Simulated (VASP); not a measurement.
# BN (P6_3/mmc) in VASP: a series of runs

The runs below take BN through single point, with LDA.

Program: VASP 6.6.1. These are calculated values, not measurements. Logs are shortened: lines on timing, memory, paths and dates and some standing lists are left out, and cuts for length are marked.

## Step 1: The cell of the first run

It takes space group P6_3/mmc (No. 194, hexagonal). The conventional cell has a = 2.387 Å, b = 2.387 Å, c = 6.382 Å, α = 90.00°, β = 90.00°, γ = 120.00°. B (site symmetry -6m2) has 3 N at 1.38 Å within 1.8 Å. Within 1.8 Å of N (site symmetry -6m2) lie 3 B at 1.38 Å.

## Step 2: Single point, LDA (volume 7.872 Å^3 an atom, c/a of the conventional cell 2.6740)

Input file INCAR:

```
SYSTEM = BN
  PREC = Accurate
  ENCUT = 520
  EDIFF = 1E-7
  ISMEAR = 0
  SIGMA = 0.05
  LREAL = .FALSE.
  LASPH = .TRUE.
  NELM = 80
  ALGO = Normal
  ISIF = 2
  LWAVE = .FALSE.
  LCHARG = .FALSE.
  NBANDS = 16
```

Input file KPOINTS:

```
Automatic mesh
0
G
  12 12 4
  0 0 0
```

Input file POSCAR:

```
BN
1.0
    2.3868090766      0.0000000000      0.0000000000
   -1.1934045383      2.0670372943      0.0000000000
    0.0000000000      0.0000000000      6.3823274707
B N
2 2
Direct
    0.3333333333      0.6666666667      0.2500000000
    0.6666666667      0.3333333333      0.7500000000
    0.3333333333      0.6666666667      0.7500000000
    0.6666666667      0.3333333333      0.2500000000
```

Potentials or basis: VASP PAW LDA potentials, release 64 (B, N).

Launch:

```bash
> cat potpaw_LDA.64/B/POTCAR potpaw_LDA.64/N/POTCAR > POTCAR
> mpirun -np 1 vasp_std > vasp.out
```

OUTCAR:

```text
SYSTEM = BN
   PREC = Accurate
   ENCUT = 520
   EDIFF = 1E-7
   ISMEAR = 0
   LREAL = .FALSE.
   LASPH = .TRUE.
   NELM = 80
   ISIF = 2

 ion  position               nearest neighbor table
   1  0.333  0.667  0.250-   4 1.38   4 1.38   4 1.38
   2  0.667  0.333  0.750-   3 1.38   3 1.38   3 1.38
   3  0.333  0.667  0.750-   2 1.38   2 1.38   2 1.38
   4  0.667  0.333  0.250-   1 1.38   1 1.38   1 1.38

  LATTYP: Found a hexagonal cell.
 ALAT       =     2.3868090766
 C/A-ratio  =     2.6739999999

  Lattice vectors:

 A1 = (   2.3868090766,   0.0000000000,   0.0000000000)
 A2 = (  -1.1934045383,   2.0670372943,   0.0000000000)
 A3 = (   0.0000000000,   0.0000000000,   6.3823274707)

Analysis of symmetry for initial positions (statically):
=====================================================================
 Subroutine PRICEL returns:
 Original cell was already a primitive cell.

 Routine SETGRP: Setting up the symmetry group for a
 hexagonal supercell.

 Subroutine GETGRP returns: Found 24 space group operations
 (whereof 12 operations were pure point group operations)
 out of a pool of 24 trial point group operations.

The static configuration has the point symmetry D_3d.
 The point group associated with its full space group is D_6h.

Analysis of symmetry for dynamics (positions and initial velocities):
=====================================================================
 Subroutine PRICEL returns:
 Original cell was already a primitive cell.

 Routine SETGRP: Setting up the symmetry group for a
 hexagonal supercell.

 Subroutine GETGRP returns: Found 24 space group operations
 (whereof 12 operations were pure point group operations)
 out of a pool of 24 trial point group operations.

The dynamic configuration has the point symmetry D_3d.
 The point group associated with its full space group is D_6h.

 Subroutine INISYM returns: Found 24 space group operations
 (whereof 12 operations are pure point group operations),
 and found     1 'primitive' translations

----------------------------------------------------------------------------------------

                                     Primitive cell

  volume of cell :      31.4880

  direct lattice vectors                    reciprocal lattice vectors
     2.386809077  0.000000000  0.000000000     0.418969414  0.241892104  0.000000000
    -1.193404538  2.067037294  0.000000000     0.000000000  0.483784208  0.000000000
     0.000000000  0.000000000  6.382327471     0.000000000  0.000000000  0.156682653

  length of vectors
     2.386809077  2.386809077  6.382327471     0.483784208  0.483784208  0.156682653

  position of ions in fractional coordinates (direct lattice)
     0.333333333  0.666666667  0.250000000
     0.666666667  0.333333333  0.750000000
     0.333333333  0.666666667  0.750000000
     0.666666667  0.333333333  0.250000000

  ion indices of the primitive-cell ions
   primitive index   ion index
                 1           1
                 2           2
                 3           3
                 4           4

----------------------------------------------------------------------------------------

 KPOINTS: Automatic mesh

Automatic generation of k-mesh.
 Grid dimensions read from file:
 generate k-points for:   12   12    4

 Generating k-lattice:

  Cartesian coordinates                     Fractional coordinates (reciprocal lattice)
     0.034914118  0.020157675  0.000000000     0.083333333  0.000000000  0.000000000
     0.000000000  0.040315351  0.000000000     0.000000000  0.083333333  0.000000000
     0.000000000  0.000000000  0.039170663     0.000000000  0.000000000  0.250000000

  Length of vectors
     0.040315351  0.040315351  0.039170663

  Shift w.r.t. Gamma in fractional coordinates (k-lattice)
     0.000000000  0.000000000  0.000000000

 Subroutine IBZKPT returns following result:
 ===========================================

 Found     57 irreducible k-points:

 Following reciprocal coordinates:
            Coordinates               Weight
  0.000000  0.000000  0.000000      1.000000
  0.083333 -0.000000  0.000000      6.000000
  0.166667  0.000000  0.000000      6.000000
  0.250000  0.000000  0.000000      6.000000
  0.333333 -0.000000  0.000000      6.000000
  0.416667  0.000000  0.000000      6.000000
[... 16 lines left out ...]
  0.250000  0.000000  0.250000     12.000000
  0.333333 -0.000000  0.250000     12.000000
 [... further k-points ...]
   k-points           NKPTS =     57   k-points in BZ     NKDIM =     57   number of bands    NBANDS=     16
   number of dos      NEDOS =    301   number of ions     NIONS =      4
   total plane-waves  NPLWV =  15552
   dimension x,y,z NGX =    18 NGY =   18 NGZ =   48
   dimension x,y,z NGXF=    36 NGYF=   36 NGZF=   96
   ions per type =               2   2
   NGX,Y,Z   is equivalent  to a cutoff of  12.54, 12.54, 12.50 a.u.
   NGXF,Y,Z  is equivalent  to a cutoff of  25.07, 25.07, 25.01 a.u.
 SYSTEM =  BN
   PREC   = accura    normal or accurate (medium, high low for compatibility)
   ISTART =      0    job   : 0-new  1-cont  2-samecut
   ICHARG =      2    charge: 1-file 2-atom 10-const
   ISPIN  =      1    spin polarized calculation?
   LNONCOLLINEAR =      F non collinear calculations
   LSORBIT =      F    spin-orbit coupling
   LASPH  =      T    aspherical Exc in radial PAW
   ENCUT  =  520.0 eV  38.22 Ry    6.18 a.u.   4.44  4.44 11.87*2*pi/ulx,y,z
   NELM   =     80;   NELMIN=  2; NELMDL= -5     # of ELM steps
   EDIFF  = 0.1E-06   stopping-criterion for ELM
   LREAL  =      F    real-space projection
   EDIFFG = 0.1E-05   stopping-criterion for IOM
   NSW    =      0    number of steps for IOM
   IBRION =     -1    ionic relax: 0-MD 1-quasi-New 2-CG
   NFREE  =      0    steps in history (QN), initial steepest desc. (CG)
   ISIF   =      2    stress and relaxation
   ISYM   =      2    0-nonsym 1-usesym 2-fastsym
   POTIM  = 0.5000    time-step for ionic-motion
   TEBEG  =    0.0;   TEEND  =   0.0 temperature during run
   PSTRESS=    0.0 pullay stress
   NELECT =      16.0000    total number of electrons
   NUPDOWN=      -1.0000    fix difference up-down
   EMIN   =  10.00;   EMAX   =-10.00  energy-range for DOS
   EFERMI =   0.00;   METHOD = LEGACY
   ISMEAR =     0;   SIGMA  =   0.05  broadening in eV -4-tet -1-fermi 0-gaus
   EFERMI_NEDOS =   21; number of points for ismear=-14 and -15
   IALGO  =     38    algorithm
   IMIX   =      4    mixing-type and parameters
     AMIX     =   0.40;   BMIX     =  1.00
     AMIX_MAG =   1.60;   BMIX_MAG =  1.00
  volume/ion in A,a.u.               =       7.87        53.12
  Fermi-wavevector in a.u.,A,eV,Ry     =   1.306371  2.468683 23.219766  1.706605
  Thomas-Fermi vector in A             =   2.437177
   LORBIT       =      0    0 simple, 1 ext, 2 COOP (PROOUT), +10 PAW based schemes
   GGA     = CA    functional components
   LHFCALC =     F    Hartree Fock is set to
   AEXX    =    0.0000 exact exchange contribution
   IVDW    =     0    specifies the selected vdW correction
   LEPSILON=     F    determine dielectric tensor
   LRPA    =     F    only Hartree local field effects (RPA)
 non-spin polarized calculation
 Gauss-broadening in eV      SIGMA  =   0.05
  energy-cutoff  :      520.00
  volume of cell :       31.49
 maximum number of plane-waves:       881
 NGX is ok and might be reduce to    18
   NGX =  9   NGY =  9   NGZ = 23

 number of electron      16.0000006 magnetization

 Free energy of the ion-electron system (eV)
  ---------------------------------------------------
  ext. energy  EPLUGINS =         0.00000000
  ---------------------------------------------------
  free energy    TOTEN  =       -38.09865413 eV

  energy without entropy =      -38.09865413  energy(sigma->0) =      -38.09865413

 E-fermi :   3.3995     XC(G=0): -11.0803

 val. band max:        3.1522745976   @ k =   0.3333   0.3333   0.5000
 cond. band min:       7.3663074337   @ k =   0.5000   0.0000   0.0000
 fundamental gap:      4.2140328361
 Fermi energy:         3.3994807773

 k-point     1 :       0.0000    0.0000    0.0000
  band No.  band energies     occupation
      1     -15.3578      2.00000
      2     -14.9544      2.00000
      3      -4.1210      2.00000
      4      -1.5735      2.00000
      5       2.0016      2.00000
      6       2.0016      2.00000
[... 8 lines left out ...]
     15      17.8066      0.00000
     16      18.1602      0.00000

 k-point     2 :       0.0833   -0.0000    0.0000
  band No.  band energies     occupation
      1     -15.2070      2.00000
      2     -14.8098      2.00000
      3      -3.9100      2.00000
      4      -1.3832      2.00000
      5       1.4157      2.00000
      6       1.4564      2.00000
[... 8 lines left out ...]
     15      17.1966      0.00000
     16      18.5148      0.00000

 k-point     3 :       0.1667    0.0000    0.0000
  band No.  band energies     occupation
      1     -14.7612      2.00000
      2     -14.3831      2.00000
      3      -3.2836      2.00000
      4      -0.8227      2.00000
      5      -0.0903      2.00000
      6      -0.0382      2.00000
[... 8 lines left out ...]
     15      18.4793      0.00000
     16      19.4165      0.00000

 k-point     4 :       0.2500    0.0000    0.0000
  band No.  band energies     occupation
      1     -14.0447      2.00000
      2     -13.6998      2.00000
      3      -2.2660      2.00000
      4      -2.0349      2.00000
      5      -1.9549      2.00000
      6       0.0688      2.00000
[... 8 lines left out ...]
     15      20.3464      0.00000
     16      20.9386      0.00000
[... 324 lines left out ...]
 k-point    22 :       0.1667    0.0000    0.2500
  band No.  band energies     occupation
      1     -14.7095      2.00000
      2     -14.4424      2.00000
      3      -2.9865      2.00000
      4      -1.2809      2.00000
      5      -0.0778      2.00000
      6      -0.0317      2.00000
[... 8 lines left out ...]
     15      18.3575      0.00000
     16      18.4576      0.00000

 k-point    23 :       0.2500    0.0000    0.2500
  band No.  band energies     occupation
      1     -13.9972      2.00000
      2     -13.7535      2.00000
      3      -2.1249      2.00000
      4      -1.9778      2.00000
      5      -1.8750      2.00000
      6      -0.3353      2.00000
[... 8 lines left out ...]
     15      20.9574      0.00000
     16      21.0594      0.00000

 k-point    24 :       0.3333   -0.0000    0.2500
  band No.  band energies     occupation
      1     -13.0792      2.00000
      2     -12.8731      2.00000
      3      -3.9951      2.00000
      4      -3.9188      2.00000
      5      -0.6485      2.00000
      6      -0.5862      2.00000
[... 8 lines left out ...]
     15      21.3722      0.00000
     16      23.4633      0.00000

 [... further k-points ...]

------------------------ aborting loop because EDIFF is reached ----------------------------------------

  FORCE on cell =-STRESS in cart. coord.  units (eV):
  Direction    XX          YY          ZZ          XY          YZ          ZX
  --------------------------------------------------------------------------------------
  -------------------------------------------------------------------------------------
  Total       11.5811402     11.5811402      0.1081060      0.0000000      0.0000000      0.0000000
  in kB      589.2733854    589.2733854      5.5006655      0.0000000      0.0000000      0.0000000
  external PRESSURE =     394.6824788 kB  Pullay stress =       0.0000000 kB

 VOLUME and BASIS-vectors are now :
 -----------------------------------------------------------------------------
  energy-cutoff  :      520.00
  volume of cell :       31.49
      direct lattice vectors                 reciprocal lattice vectors
     2.386809077  0.000000000  0.000000000     0.418969414  0.241892104  0.000000000
    -1.193404538  2.067037294  0.000000000     0.000000000  0.483784208  0.000000000
     0.000000000  0.000000000  6.382327471     0.000000000  0.000000000  0.156682653

 POSITION                                       TOTAL-FORCE (eV/Angst)
 -----------------------------------------------------------------------------------
     -0.00000      1.37802      1.59558        -0.000000      0.000000      0.000000
      1.19340      0.68901      4.78675         0.000000      0.000000      0.000000
     -0.00000      1.37802      4.78675         0.000000      0.000000      0.000000
      1.19340      0.68901      1.59558         0.000000     -0.000000      0.000000
 -----------------------------------------------------------------------------------
    total drift:                                0.000000     -0.000000      0.000000

  FREE ENERGIE OF THE ION-ELECTRON SYSTEM (eV)
  ---------------------------------------------------
  free  energy   TOTEN  =       -38.0986541331 eV

  energy  without entropy=      -38.0986541331  energy(sigma->0) =      -38.09865413
```

Run time: 14 s. Hardware: 1 thread of Intel Xeon 6975P-C (Granite Rapids), shared host; peak memory 0.13 GiB.

What came out:

```yaml
Free_energy: -38.0987 eV
Pressure: 39.5 GPa
Band_gap_on_the_k_mesh: 4.21 eV, indirect (least direct gap 4.72 eV)
```

Stress tensor (GPa, compression positive):
```
58.93  0.00  0.00
 0.00 58.93  0.00
 0.00  0.00  0.55
```

 A k mesh can miss the band edges.

## Step 3: Single point, LDA (volume 7.872 Å^3 an atom, c/a of the conventional cell 2.3138)

Input file INCAR:

```
ALGO = Normal ; EDIFF = 1E-6
ENCUT = 520 ; GGA = CA
ISIF = 2 ; ISMEAR = 0
LASPH = True ; LCHARG = True
LELF = True ; LREAL = False
LVHAR = True ; LWAVE = False
NBANDS = 16 ; NELM = 60
PREC = Accurate ; SIGMA = 0.05
```

Input file KPOINTS:

```
k-points
0
Gamma
  12 12 4
```

Input file POSCAR:

```
BN
1.0
    2.5047412960      0.0000000000      0.0000000000
   -1.2523706480      2.1691695923      0.0000000000
    0.0000000000      0.0000000000      5.7954704107
B N
2 2
Direct
    0.3333333333      0.6666666667      0.2500000000
    0.6666666667      0.3333333333      0.7500000000
    0.3333333333      0.6666666667      0.7500000000
    0.6666666667      0.3333333333      0.2500000000
```

Potentials or basis: VASP PAW LDA potentials, release 64 (B, N).

Launch:

```bash
> cat potpaw_LDA.64/B/POTCAR potpaw_LDA.64/N/POTCAR > POTCAR
> mpirun -np 1 vasp_std > vasp.out
```

Wall time 11 s (1 thread of Intel Xeon 6975P-C (Granite Rapids), shared host); peak memory 0.14 GiB.

The run converged. Its results:

| Item | Value |
| --- | --- |
| Free energy | -38.5164 eV |
| Pressure | -2.3 GPa |
| Band gap on the k mesh | 3.89 eV, indirect (least direct gap 4.12 eV) |

Stress tensor (GPa, compression positive):
```
-6.32  0.00  0.00
 0.00 -6.32  0.00
 0.00  0.00  5.79
```

Levels at points of the mesh, in eV from the valence-band top:
```csv
k point,band 5,band 6,band 7,band 8,band 9,band 10,band 11,band 12
"(0.00, 0.00, 0.00)",-1.46,-1.46,-1.33,-1.33,6.10,11.21,11.21,11.54
"(0.50, 0.00, 0.00)",-4.31,-4.09,-2.17,-0.22,3.90,6.26,9.60,9.64
"(0.00, 0.00, 0.50)",-1.40,-1.40,-1.40,-1.40,9.20,9.20,11.38,11.38
"(0.50, 0.00, 0.50)",-4.20,-4.20,-1.05,-1.05,4.45,4.45,9.89,9.89
```

## Step 4: Single point, LDA (volume 7.872 Å^3 an atom, c/a of the conventional cell 2.8061)

Input file INCAR:

```
SYSTEM = BN
PREC = Accurate
ENCUT = 520
EDIFF = 1E-6
ISMEAR = 0
SIGMA = 0.05
LREAL = .False.
LASPH = .True.
NELM = 60
ALGO = Normal
ISIF = 2
LWAVE = .False.
LCHARG = .False.
NBANDS = 16
```

Input file KPOINTS:

```
Automatic mesh
0
Gamma
  12 12 4
  0 0 0
```

Input file POSCAR:

```
BN
1.0
    2.3487516621      0.0000000000      0.0000000000
   -1.1743758310      2.0340786065      0.0000000000
    0.0000000000      0.0000000000      6.5908320389
B N
2 2
Direct
    0.3333333333      0.6666666667      0.2500000000
    0.6666666667      0.3333333333      0.7500000000
    0.3333333333      0.6666666667      0.7500000000
    0.6666666667      0.3333333333      0.2500000000
```

Launch:

```bash
> cat potpaw_LDA.64/B/POTCAR potpaw_LDA.64/N/POTCAR > POTCAR
> mpirun -np 1 vasp_std > vasp.out
```

Wall time 10 s (1 thread of Intel Xeon 6975P-C (Granite Rapids), shared host); peak memory 0.14 GiB.

It converged, with:

```
Free energy            : -37.6478 eV
Pressure               : 55.9 GPa
Band gap on the k mesh : 4.33 eV, indirect (least direct gap 4.96 eV)
```

Stress tensor (GPa, compression positive):
```
84.08  0.00  0.00
 0.00 84.08  0.00
 0.00  0.00 -0.54
```

Levels at points of the mesh, in eV from the valence-band top:
```tsv
k point	band 5	band 6	band 7	band 8	band 9	band 10	band 11	band 12
(0.00, 0.00, 0.00)	-1.08	-1.08	-1.05	-1.05	4.77	10.50	13.11	13.11
(0.50, 0.00, 0.00)	-4.45	-4.40	-1.67	-0.65	4.33	5.90	11.10	12.13
(0.00, 0.00, 0.50)	-1.06	-1.06	-1.06	-1.06	7.37	7.37	13.16	13.16
(0.50, 0.00, 0.50)	-4.42	-4.42	-1.15	-1.15	4.88	4.88	11.93	11.93
```

## Step 5: Single point, LDA (volume 7.872 Å^3 an atom, c/a of the conventional cell 2.5481)

Input file INCAR:

```
ALGO = Normal
EDIFF = 1E-6
ENCUT = 520
ISIF = 2
ISMEAR = 0
LASPH = T
LCHARG = F
LREAL = F
LWAVE = F
NBANDS = 16
NELM = 80
PREC = Accurate
SIGMA = 0.05
```

Input file KPOINTS:

```
k-points
0
Gamma
  12 12 4
```

Input file POSCAR:

```
BN
1.0
    2.4254890914      0.0000000000      0.0000000000
   -1.2127445457      2.1005351698      0.0000000000
    0.0000000000      0.0000000000      6.1803887538
B N
2 2
Direct
    0.3333333333      0.6666666667      0.2500000000
    0.6666666667      0.3333333333      0.7500000000
    0.3333333333      0.6666666667      0.7500000000
    0.6666666667      0.3333333333      0.2500000000
```

Launch:

```bash
> cat potpaw_LDA.64/B/POTCAR potpaw_LDA.64/N/POTCAR > POTCAR
> mpirun -np 1 vasp_std > vasp.out
```

Wall time 10 s (1 thread of Intel Xeon 6975P-C (Granite Rapids), shared host); peak memory 0.13 GiB.

The run converged. Its results:

```
Free energy            : -38.3880 eV
Pressure               : 24.3 GPa
Band gap on the k mesh : 4.06 eV, indirect (least direct gap 4.47 eV)
```

Stress tensor (GPa, compression positive):
```
35.46  0.00  0.00
 0.00 35.46  0.00
 0.00  0.00  1.95
```

Levels at points of the mesh, in eV from the valence-band top:
```csv
k point,band 5,band 6,band 7,band 8,band 9,band 10,band 11,band 12
"(0.00, 0.00, 0.00)",-1.28,-1.28,-1.21,-1.21,5.42,11.29,12.15,12.15
"(0.50, 0.00, 0.00)",-4.37,-4.26,-1.88,-0.42,4.06,6.03,10.37,10.86
"(0.00, 0.00, 0.50)",-1.24,-1.24,-1.24,-1.24,8.38,8.38,12.25,12.25
"(0.50, 0.00, 0.50)",-4.32,-4.32,-1.10,-1.10,4.65,4.65,10.92,10.92
```

## Step 6: The runs side by side

```csv
cell,gap on the mesh (eV),pressure (GPa)
"a = 2.387, b = 2.387, c = 6.382 Å, angles 90.0, 90.0, 120.0°, 4 atoms",4.21,39.5
"a = 2.505, b = 2.505, c = 5.795 Å, angles 90.0, 90.0, 120.0°, 4 atoms",3.89,-2.3
"a = 2.349, b = 2.349, c = 6.591 Å, angles 90.0, 90.0, 120.0°, 4 atoms",4.33,55.9
"a = 2.425, b = 2.425, c = 6.180 Å, angles 90.0, 90.0, 120.0°, 4 atoms",4.06,24.3
```

Alike in all rows: task single point; level LDA; potentials or basis VASP PAW LDA potentials, release 64 (B, N); no spin polarisation; k mesh 12 × 12 × 4; cutoff (eV) 520; smearing gaussian 0.05 eV.

Absolute energies hang on the potentials; compare differences alone.
